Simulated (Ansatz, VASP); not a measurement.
One calculation of Ta, two programs

```
Ta
1.0
    -1.66072    1.66072    1.66072
     1.66072   -1.66072    1.66072
     1.66072    1.66072   -1.66072
Ta
1
Direct
  0.00000 0.00000 0.00000
```

Alike in both runs: task single point; functional PBE; k mesh 5 × 5 × 5; occupations fermi-dirac, width 0.1 eV; no spin polarisation.

```csv
,VASP,Ansatz
version,VASP 6.6.1,Ansatz 0.2.0
potentials or method,"VASP PAW PBE potentials, release 64 (Ta_pv), cutoff 520 eV","plane waves (420 eV) with PAW, scalar-relativistic"
valence electrons in the cell,11,13
```

Ansatz gave:

```
pressure (GPa) : 1.5
```

What did VASP give for the same quantities?

Pressure (GPa): 1.6.

The functional is the same, so the differences come from potentials, cutoffs and numerics. VASP's potentials hold 11 valence electrons a cell and Ansatz's 13, so a difference there can come from the potentials and not from the codes.

The k mesh is coarse, so the values compare programs but aren't converged. Neither program's run includes spin-orbit coupling.
